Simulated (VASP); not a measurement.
# Li2Se (Fm-3m) in VASP: notebook

Li2Se is run at these levels: r2SCAN, HSE06, PBE; tasks: relaxation of cell and atoms, single point.

Everything below comes from runs of VASP 6.6.1. Logs are shortened: lines on timing, memory, paths and dates and some standing lists are left out, and cuts for length are marked.

**1. The cell of the first run**

It takes space group Fm-3m (No. 225, cubic). The conventional cell has a = 6.005 Å, b = 6.005 Å, c = 6.005 Å, α = 90.00°, β = 90.00°, γ = 90.00°. Within 3.4 Å of Li (site symmetry -43m) lie 4 Se at 2.60 Å and 6 Li at 3.00 Å. Within 3.4 Å of Se (site symmetry m-3m) lie 8 Li at 2.60 Å.

**2. Relaxation of cell and atoms, r2SCAN**

The input, POSCAR:

```
Li2Se
1.0
    0.0000000000      3.0025000000      3.0025000000
    3.0025000000      0.0000000000      3.0025000000
    3.0025000000      3.0025000000      0.0000000000
Li Se
2 1
Direct
    0.2500000000      0.2500000000      0.2500000000
    0.7500000000      0.7500000000      0.7500000000
    0.0000000000      0.0000000000      0.0000000000
```

The input, INCAR.step1:

```
SYSTEM = Li2Se
ALGO = Normal ; EDIFF = 1E-5
EDIFFG = -0.005 ; ENCUT = 830
GGA = PE ; GGA_COMPAT = .FALSE.
IBRION = 2 ; ISIF = 3
ISMEAR = -1 ; LASPH = .TRUE.
LCHARG = .FALSE. ; LREAL = .FALSE.
LWAVE = .TRUE. ; NELM = 120
NELMIN = 4 ; NSW = 100
PREC = Accurate ; SIGMA = 0.02
```

The input, INCAR.step2:

```
SYSTEM = Li2Se
ALGO = Normal ; EDIFF = 1E-7
EDIFFG = -0.005 ; ENCUT = 830
GGA_COMPAT = .FALSE. ; IBRION = 2
ISIF = 3 ; ISMEAR = -1
ISTART = 1 ; LASPH = .TRUE.
LCHARG = .FALSE. ; LMIXTAU = .TRUE.
LREAL = .FALSE. ; LWAVE = .FALSE.
METAGGA = R2SCAN ; NELM = 120
NELMIN = 4 ; NSW = 80
PREC = Accurate ; SIGMA = 0.02
```

The input, KPOINTS:

```
k-points
0
G
  6 6 6
  0 0 0
```

Potentials or basis: VASP PAW PBE potentials, release 64 (Li_sv, Se).

On the command line:

```bash
$ cat potpaw_PBE.64/Li_sv/POTCAR potpaw_PBE.64/Se/POTCAR > POTCAR
$ cp INCAR.step1 INCAR
$ mpirun -np 1 vasp_std > vasp.out
$ cp INCAR.step2 INCAR
$ mpirun -np 1 vasp_std > vasp.out
```

OUTCAR:

```text
SYSTEM = Li2Se
   EDIFF = 1E-7
   EDIFFG = -0.005
   ENCUT = 830
   IBRION = 2
   ISIF = 3
   ISMEAR = -1
   ISTART = 1
   LASPH = .TRUE.
   LREAL = .FALSE.
   METAGGA = R2SCAN
   NELM = 120
   NELMIN = 4
   NSW = 80
   PREC = Accurate

 ion  position               nearest neighbor table
   1  0.250  0.250  0.250-   3 2.60   3 2.60   3 2.60   3 2.60
   2  0.750  0.750  0.750-   3 2.60   3 2.60   3 2.60   3 2.60
   3  0.000  0.000  0.000-   1 2.60   2 2.60   2 2.60   2 2.60   2 2.60   1 2.60   1 2.60   1 2.60

  LATTYP: Found a face centered cubic cell.
 ALAT       =     6.0050000000

  Lattice vectors:

 A1 = (   0.0000000000,   3.0025000000,   3.0025000000)
 A2 = (   3.0025000000,   0.0000000000,   3.0025000000)
 A3 = (   3.0025000000,   3.0025000000,   0.0000000000)

Analysis of symmetry for initial positions (statically):
=====================================================================
 Subroutine PRICEL returns:
 Original cell was already a primitive cell.

 Routine SETGRP: Setting up the symmetry group for a
 face centered cubic supercell.

 Subroutine GETGRP returns: Found 48 space group operations
 (whereof 48 operations were pure point group operations)
 out of a pool of 48 trial point group operations.

The static configuration has the point symmetry O_h .

Analysis of symmetry for dynamics (positions and initial velocities):
=====================================================================
 Subroutine PRICEL returns:
 Original cell was already a primitive cell.

 Routine SETGRP: Setting up the symmetry group for a
 face centered cubic supercell.

 Subroutine GETGRP returns: Found 48 space group operations
 (whereof 48 operations were pure point group operations)
 out of a pool of 48 trial point group operations.

The dynamic configuration has the point symmetry O_h .

 Subroutine INISYM returns: Found 48 space group operations
 (whereof 48 operations are pure point group operations),
 and found     1 'primitive' translations

----------------------------------------------------------------------------------------

                                     Primitive cell

  volume of cell :      54.1351

  direct lattice vectors                    reciprocal lattice vectors
     0.000000000  3.002500000  3.002500000    -0.166527893  0.166527893  0.166527893
     3.002500000  0.000000000  3.002500000     0.166527893 -0.166527893  0.166527893
     3.002500000  3.002500000  0.000000000     0.166527893  0.166527893 -0.166527893

  length of vectors
     4.246176221  4.246176221  4.246176221     0.288434772  0.288434772  0.288434772

  position of ions in fractional coordinates (direct lattice)
     0.250000000  0.250000000  0.250000000
     0.750000000  0.750000000  0.750000000
     0.000000000  0.000000000  0.000000000

  ion indices of the primitive-cell ions
   primitive index   ion index
                 1           1
                 2           2
                 3           3

----------------------------------------------------------------------------------------

 KPOINTS: k-points

Automatic generation of k-mesh.
 Grid dimensions read from file:
 generate k-points for:    6    6    6

 Generating k-lattice:

  Cartesian coordinates                     Fractional coordinates (reciprocal lattice)
    -0.027754649  0.027754649  0.027754649     0.166666667  0.000000000  0.000000000
     0.027754649 -0.027754649  0.027754649     0.000000000  0.166666667  0.000000000
     0.027754649  0.027754649 -0.027754649     0.000000000  0.000000000  0.166666667

  Length of vectors
     0.048072462  0.048072462  0.048072462

  Shift w.r.t. Gamma in fractional coordinates (k-lattice)
     0.000000000  0.000000000  0.000000000

 Subroutine IBZKPT returns following result:
 ===========================================

 Found     16 irreducible k-points:

 Following reciprocal coordinates:
            Coordinates               Weight
  0.000000  0.000000  0.000000      1.000000
  0.166667  0.000000  0.000000      8.000000
  0.333333  0.000000  0.000000      8.000000
  0.500000  0.000000  0.000000      4.000000
  0.166667  0.166667  0.000000      6.000000
  0.333333  0.166667  0.000000     24.000000
[... 8 lines left out ...]
 -0.333333  0.333333  0.166667     24.000000
 -0.333333  0.500000  0.166667     12.000000
   k-points           NKPTS =     16   k-points in BZ     NKDIM =     16   number of bands    NBANDS=     10
   number of dos      NEDOS =    301   number of ions     NIONS =      3
   total plane-waves  NPLWV =  64000
   dimension x,y,z NGX =    40 NGY =   40 NGZ =   40
   dimension x,y,z NGXF=    80 NGYF=   80 NGZF=   80
   ions per type =               2   1
   NGX,Y,Z   is equivalent  to a cutoff of  15.66, 15.66, 15.66 a.u.
   NGXF,Y,Z  is equivalent  to a cutoff of  31.32, 31.32, 31.32 a.u.
 SYSTEM =  Li2Se
   PREC   = accura    normal or accurate (medium, high low for compatibility)
   ISTART =      1    job   : 0-new  1-cont  2-samecut
   ICHARG =      0    charge: 1-file 2-atom 10-const
   ISPIN  =      1    spin polarized calculation?
   LNONCOLLINEAR =      F non collinear calculations
   LSORBIT =      F    spin-orbit coupling
   LASPH  =      T    aspherical Exc in radial PAW
   ENCUT  =  830.0 eV  61.00 Ry    7.81 a.u.   9.97  9.97  9.97*2*pi/ulx,y,z
   NELM   =    120;   NELMIN=  4; NELMDL=  0     # of ELM steps
   EDIFF  = 0.1E-06   stopping-criterion for ELM
   LREAL  =      F    real-space projection
   EDIFFG = -.5E-02   stopping-criterion for IOM
   NSW    =     80    number of steps for IOM
   IBRION =      2    ionic relax: 0-MD 1-quasi-New 2-CG
   NFREE  =      1    steps in history (QN), initial steepest desc. (CG)
   ISIF   =      3    stress and relaxation
   ISYM   =      2    0-nonsym 1-usesym 2-fastsym
   POTIM  = 0.5000    time-step for ionic-motion
   TEBEG  =    0.0;   TEEND  =   0.0 temperature during run
   PSTRESS=    0.0 pullay stress
   NELECT =      12.0000    total number of electrons
   NUPDOWN=      -1.0000    fix difference up-down
   EMIN   =  10.00;   EMAX   =-10.00  energy-range for DOS
   EFERMI =   0.00;   METHOD = LEGACY
   ISMEAR =    -1;   SIGMA  =   0.02  broadening in eV -4-tet -1-fermi 0-gaus
   EFERMI_NEDOS =   21; number of points for ismear=-14 and -15
   IALGO  =     38    algorithm
   IMIX   =      4    mixing-type and parameters
     AMIX     =   0.40;   BMIX     =  1.00
     AMIX_MAG =   1.60;   BMIX_MAG =  1.00
  volume/ion in A,a.u.               =      18.05       121.77
  Fermi-wavevector in a.u.,A,eV,Ry     =   0.990776  1.872296 13.355989  0.981637
  Thomas-Fermi vector in A             =   2.122471
   LORBIT       =      0    0 simple, 1 ext, 2 COOP (PROOUT), +10 PAW based schemes
   METAGGA = R2SCAN    functional components
   LHFCALC =     F    Hartree Fock is set to
   AEXX    =    0.0000 exact exchange contribution
   IVDW    =     0    specifies the selected vdW correction
   LEPSILON=     F    determine dielectric tensor
   LRPA    =     F    only Hartree local field effects (RPA)
 conjugate gradient relaxation of ions
 non-spin polarized calculation
  energy-cutoff  :      830.00
  volume of cell :       54.14
 maximum number of plane-waves:      2956
   NGX = 19   NGY = 19   NGZ = 19

--------------------------------------- Ionic step        1  -------------------------------------------

 number of electron      12.0000004 magnetization

 Free energy of the ion-electron system (eV)
  ---------------------------------------------------
  ext. energy  EPLUGINS =         0.00000000
  ---------------------------------------------------
  free energy    TOTEN  =       -23.43810651 eV

  energy without entropy =      -23.43810651  energy(sigma->0) =      -23.43810651

------------------------ aborting loop because EDIFF is reached ----------------------------------------

  FORCE on cell =-STRESS in cart. coord.  units (eV):
  Direction    XX          YY          ZZ          XY          YZ          ZX
  --------------------------------------------------------------------------------------
  -------------------------------------------------------------------------------------
  Total       -0.1633852     -0.1633852     -0.1633852      0.0000000      0.0000000     -0.0000000
  in kB       -4.8355332     -4.8355332     -4.8355332      0.0000000      0.0000000     -0.0000000
  external PRESSURE =      -4.8355332 kB  Pullay stress =       0.0000000 kB

 VOLUME and BASIS-vectors are now :
 -----------------------------------------------------------------------------
  energy-cutoff  :      830.00
  volume of cell :       54.14
      direct lattice vectors                 reciprocal lattice vectors
     0.000000000  3.002500000  3.002500000    -0.166527893  0.166527893  0.166527893
     3.002500000  0.000000000  3.002500000     0.166527893 -0.166527893  0.166527893
     3.002500000  3.002500000  0.000000000     0.166527893  0.166527893 -0.166527893
[... 112 lines left out ...]
 POSITION                                       TOTAL-FORCE (eV/Angst)
 -----------------------------------------------------------------------------------
      1.49244      1.49244      1.49244         0.000000      0.000000      0.000000
      4.47732      4.47732      4.47732         0.000000     -0.000000     -0.000000
      0.00000      0.00000      0.00000        -0.000000      0.000000      0.000000
 -----------------------------------------------------------------------------------
    total drift:                                0.000000     -0.000000      0.000000

  FREE ENERGIE OF THE ION-ELECTRON SYSTEM (eV)
  ---------------------------------------------------
  free  energy   TOTEN  =       -23.4391337758 eV

  energy  without entropy=      -23.4391337758  energy(sigma->0) =      -23.43913378

--------------------------------------- Ionic step        5  -------------------------------------------

 number of electron      12.0000002 magnetization

 Free energy of the ion-electron system (eV)
  ---------------------------------------------------
  ext. energy  EPLUGINS =         0.00000000
  ---------------------------------------------------
  free energy    TOTEN  =       -23.43924909 eV

  energy without entropy =      -23.43924909  energy(sigma->0) =      -23.43924909

 E-fermi :   1.3546     XC(G=0):  -8.6702

 val. band max:        0.7755566341   @ k =   0.0000   0.0000   0.0000
 cond. band min:       4.2300975009   @ k =   0.5000   0.5000   0.0000
 fundamental gap:      3.4545408667
 Fermi energy:         1.3546343113

 k-point     1 :       0.0000    0.0000    0.0000
  band No.  band energies     occupation
      1     -45.3613      2.00000
      2     -45.3371      2.00000
      3     -11.0285      2.00000
      4       0.7756      2.00000
      5       0.7756      2.00000
      6       0.7756      2.00000
      7       4.9701      0.00000
      8       7.0885      0.00000
      9       7.0885      0.00000
     10       7.0885      0.00000

 k-point     2 :       0.1667    0.0000    0.0000
  band No.  band energies     occupation
      1     -45.3595      2.00000
      2     -45.3386      2.00000
      3     -10.9396      2.00000
      4      -0.2230      2.00000
      5       0.6223      2.00000
      6       0.6223      2.00000
      7       5.6793      0.00000
      8       7.4644      0.00000
      9       7.4644      0.00000
     10       7.7621      0.00000
[... 202 lines left out ...]
 POSITION                                       TOTAL-FORCE (eV/Angst)
 -----------------------------------------------------------------------------------
      1.49477      1.49477      1.49477         0.000000      0.000000      0.000000
      4.48432      4.48432      4.48432        -0.000000     -0.000000     -0.000000
      0.00000      0.00000      0.00000         0.000000      0.000000      0.000000
 -----------------------------------------------------------------------------------
    total drift:                                0.000000     -0.000000      0.000000

  FREE ENERGIE OF THE ION-ELECTRON SYSTEM (eV)
  ---------------------------------------------------
  free  energy   TOTEN  =       -23.4392490929 eV

  energy  without entropy=      -23.4392490929  energy(sigma->0) =      -23.43924909

 reached required accuracy - stopping structural energy minimisation
```

Run time: 3.2 min. Hardware: 1 thread of Intel Xeon 6975P-C (Granite Rapids), shared host; peak memory 0.26 GiB.

What came out:

| Quantity | Value |
| --- | --- |
| Free energy | -23.4392 eV |
| Relaxed volume | 17.81 Å³/atom |
| Relaxed cell | a = 4.228 Å, b = 4.228 Å, c = 4.228 Å, α = 60.00°, β = 60.00°, γ = 60.00° |
| Space group after relaxing (to 0.1 Å) | Fm-3m (No. 225) |
| Energy gained by relaxing | 0.4 meV/atom |
| Ionic steps | 5 |
| Pressure after relaxing | 0.0 GPa |
| Band gap on the k mesh | 3.45 eV (least direct gap 4.19 eV) |

Step by step:
| step | energy change (eV) | largest force (eV/Å) | pressure (GPa) | volume (Å³) |
| --- | --- | --- | --- | --- |
| 1 | 0.0000 | 0.0000 | -0.48 | 54.14 |
| 2 | -0.0010 | 0.0000 | -0.19 | 53.71 |
| 3 | -0.0011 | 0.0000 | -0.07 | 53.54 |
| 4 | -0.0010 | 0.0000 | 0.18 | 53.19 |
| 5 | -0.0011 | 0.0000 | 0.00 | 53.44 |

Final structure:
```yaml
crystal:
  lattice:
    - [0.00000, 2.98955, 2.98955]
    - [2.98955, 0.00000, 2.98955]
    - [2.98955, 2.98955, 0.00000]
  atoms:
    - { symbol: Li, position: [0.25000, 0.25000, 0.25000] }
    - { symbol: Li, position: [0.75000, 0.75000, 0.75000] }
    - { symbol: Se, position: [0.00000, 0.00000, 0.00000] }
```

Caveat: the PAW data sets were made with another functional, which shifts forces and pressure a little.

**3. Single point, HSE06**

This run uses another cell than the first one, of 17.76 Å³/atom.

The input, POSCAR:

```
Li2Se
1.0
    0.0000000000      2.9868851026      2.9868851026
    2.9868851026      0.0000000000      2.9868851026
    2.9868851026      2.9868851026      0.0000000000
Li Se
2 1
Direct
    0.2500000000      0.2500000000      0.2500000000
    0.7500000000      0.7500000000      0.7500000000
    0.0000000000      0.0000000000      0.0000000000
```

The input, INCAR.step1:

```
  ALGO = Normal
  EDIFF = 1E-5
  ENCUT = 650
  GGA = PE
  GGA_COMPAT = F
  ISIF = 2
  ISMEAR = -1
  LASPH = T
  LCHARG = F
  LREAL = F
  LWAVE = T
  NBANDS = 13
  NELM = 120
  PREC = Accurate
  SIGMA = 0.02
```

The input, INCAR.step2:

```
  ALGO = Normal
  EDIFF = 1E-6
  ENCUT = 650
  GGA = PE
  GGA_COMPAT = F
  HFSCREEN = 0.2079
  ISIF = 2
  ISMEAR = -1
  ISTART = 1
  LASPH = T
  LCHARG = F
  LHFCALC = T
  LREAL = F
  LWAVE = F
  NBANDS = 13
  NELM = 120
  PREC = Accurate
  PRECFOCK = Normal
  SIGMA = 0.02
```

The input, KPOINTS:

```
k-points
0
Gamma
  4 4 4
```

Potentials or basis: VASP PAW PBE potentials, release 64 (Li_sv, Se).

On the command line:

```bash
$ cat potpaw_PBE.64/Li_sv/POTCAR potpaw_PBE.64/Se/POTCAR > POTCAR
$ cp INCAR.step1 INCAR
$ mpirun -np 1 vasp_std > vasp.out
$ cp INCAR.step2 INCAR
$ mpirun -np 1 vasp_std > vasp.out
```

Wall time 2.7 min (1 thread of Intel Xeon 6975P-C (Granite Rapids), shared host); peak memory 0.31 GiB.

The run converged. Its results:

```
Free energy            : -12.5557 eV
Pressure               : -0.2 GPa
Band gap on the k mesh : 3.82 eV (least direct gap 4.42 eV)
```

Levels at points of the mesh, in eV from the valence-band top:
| k point | band 2 | band 3 | band 4 | band 5 | band 6 | band 7 | band 8 | band 9 | band 10 | band 11 |
| --- | --- | --- | --- | --- | --- | --- | --- | --- | --- | --- |
| (0.00, 0.00, 0.00) | -47.72 | -12.50 | 0.00 | 0.00 | 0.00 | 4.42 | 6.67 | 6.67 | 6.67 | 11.81 |
| (0.50, 0.00, 0.00) | -47.73 | -12.06 | -3.22 | -0.58 | -0.58 | 6.22 | 7.00 | 7.00 | 9.10 | 12.92 |
| (0.50, 0.50, 0.00) | -47.73 | -11.93 | -2.54 | -1.58 | -1.58 | 3.82 | 7.24 | 11.73 | 11.73 | 12.96 |

Caveat: the k points lie up to 0.46 Å⁻¹ apart; the PAW data sets were made with another functional, which shifts forces and pressure a little.

**4. Single point, PBE, non-collinear spin, zero start, spin-orbit coupling**

This run uses another cell than the first one, of 17.88 Å³/atom.

The input, INCAR:

```
  ALGO = Normal
  EDIFF = 1E-6
  ENCUT = 750
  GGA = PE
  GGA_COMPAT = False
  ISIF = 2
  ISMEAR = 0
  LASPH = True
  LCHARG = True
  LORBIT = 11
  LORBMOM = True
  LREAL = False
  LSORBIT = True
  LVHAR = True
  LWAVE = False
  MAGMOM = 0 0 0 0 0 0 0 0 0
  NBANDS = 25
  NELM = 200
  PREC = Accurate
  SIGMA = 0.01
```

The input, KPOINTS:

```
k-points
0
Gamma
  8 8 8
```

The input, POSCAR:

```
Li2Se
1.0
    0.0000000000      2.9934587684      2.9934587684
    2.9934587684      0.0000000000      2.9934587684
    2.9934587684      2.9934587684      0.0000000000
Li Se
2 1
Direct
    0.2500000000      0.2500000000      0.2500000000
    0.7500000000      0.7500000000      0.7500000000
    0.0000000000      0.0000000000      0.0000000000
```

On the command line:

```bash
$ cat potpaw_PBE.64/Li_sv/POTCAR potpaw_PBE.64/Se/POTCAR > POTCAR
$ mpirun -np 1 vasp_ncl > vasp.out
```

It took 89 s on 1 thread of Intel Xeon 6975P-C (Granite Rapids), shared host; peak memory 0.52 GiB.

The run converged. Its results:

```yaml
Free_energy: -11.1476 eV
Pressure: 0.3 GPa
Net_moment: 0.00 μB per cell
Valence_electrons_inside_the_program's_atomic_spheres: Li 2.07; Se 3.93
```

Moments on the atoms (μB; x, y, z):
```
Li  0.00 0.00 0.00
Li  0.00 0.00 0.00
Se  0.00 0.00 0.00
```

**5. The runs side by side**

| task | level | spin | cell | k mesh | cutoff (eV) | smearing | grid for exact exchange (PRECFOCK) | share of exact exchange | screening parameter | gap on the mesh (eV) | pressure (GPa) |
| --- | --- | --- | --- | --- | --- | --- | --- | --- | --- | --- | --- |
| relaxation of cell and atoms | r2SCAN | off | relaxed from a = 4.246 Å, angles 60.0°, 3 atoms | 6 × 6 × 6 | 830 | fermi-dirac 0.02 eV | - | - | - | 3.45 | 0.0 |
| single point | HSE06 | off | a = 4.224 Å, angles 60.0°, 3 atoms | 4 × 4 × 4 | 650 | fermi-dirac 0.02 eV | Normal | 0.25 | 0.2079 1/Å | 3.82 | -0.2 |
| single point | PBE | non-collinear, zero start, SOC | a = 4.233 Å, angles 60.0°, 3 atoms | 8 × 8 × 8 | 750 | gaussian 0.01 eV | - | - | - | - | 0.3 |

Alike in all rows: potentials or basis VASP PAW PBE potentials, release 64 (Li_sv, Se).

Caveats: some runs use coarse meshes; the PAW data sets were made with another functional, which shifts forces and pressure a little (at least some runs).

Total energies depend on the potentials used, so only differences within one code and one set of settings carry meaning.
